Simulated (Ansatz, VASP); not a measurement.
## Pb in VASP and in Ansatz

INCAR

```
SYSTEM = Pb
  PREC = Accurate
  ENCUT = 520
  EDIFF = 1E-8
  ISMEAR = -1
  SIGMA = 0.08
  LREAL = .False.
  LASPH = .True.
  NELM = 100
  ALGO = Normal
  ISIF = 2
  LWAVE = .False.
  LCHARG = .False.
  GGA = PS
  LEFG = .True.
  NBANDS = 21
```

The input KPOINTS:

```
Automatic mesh
0
Gamma
  14 14 8
  0 0 0
```

POSCAR

```
Pb
1.0
    3.4800006906      0.0000000000      0.0000000000
   -1.7400003453      3.0137690032      0.0000000000
    0.0000000000      0.0000000000      5.5900000000
Pb
2
Direct
    0.3333333333      0.6666666667      0.2500000000
    0.6666666667      0.3333333333      0.7500000000
```

Input for Ansatz:

```yaml
crystal:
  lattice:
    - [3.4800006906, 0.0, 0.0]
    - [-1.7400003453, 3.0137690032, 0.0]
    - [0.0, 0.0, 5.59]
  atoms:
    - { symbol: Pb, position: [0.3333333333, 0.6666666667, 0.25] }
    - { symbol: Pb, position: [0.6666666667, 0.3333333333, 0.75] }
kpoints:
  mp_grid: { grid: [14, 14, 8] }
  band_path:
    path:
      - [0.0, 0.0, 0.0]
      - [0.5, 0.0, 0.0]
      - [0.3333333333, 0.3333333333, 0.0]
      - [0.0, 0.0, 0.0]
      - [0.0, 0.0, 0.5]
      - [0.5, 0.0, 0.5]
      - [0.3333333333, 0.3333333333, 0.5]
      - [0.0, 0.0, 0.5]
      - [0.5, 0.0, 0.5]
    npoints: 14
scf:
  occupations: { method: fermi_dirac, width: 0.08 }
hamiltonian:
  xc: pbesol
  pseudopotentials: { kind: paw }
output:
  forces: true
  stress: true
  eigenvalues: true
  efg: { contact_densities: true }
  populations: true
  bader: true
  dos: { projected: true, de: 0.2, e_range: [-14, 8] }
  write_density: true
  write_potential: true
  elf: true
  volumetric_format: npy
```

Alike in both runs: task electric field gradients; functional PBEsol; k mesh 14 × 14 × 8; occupations fermi-dirac, width 0.08 eV; no spin polarisation.

|  | VASP | Ansatz |
| --- | --- | --- |
| version | VASP 6.6.1 | Ansatz 0.2.0 |
| potentials or method | VASP PAW PBE potentials, release 64 (Pb_d) | PAW with Ansatz's default frozen-core files, scalar-relativistic |
| plane-wave cutoff (eV) | 520 | 420 |
| valence electrons in the cell | 28 | 28 |

VASP gave:

```
pressure (GPa)                                                : 0.9
traceless stress, the component that is largest in VASP (GPa) : 1.23
size of Vzz on the site where it differs most (V/Å²)          : 50.5
```

Q: Estimate Ansatz's values.

A: Pressure (GPa): 1.0; traceless stress, the component that is largest in VASP (GPa): 1.23; size of Vzz on the site where it differs most (V/Å²): 52.4.

VASP's potentials were made for PBE, not for PBEsol. The functional is the same, so the differences come from potentials, cutoffs and numerics.

Neither program's run includes spin-orbit coupling.
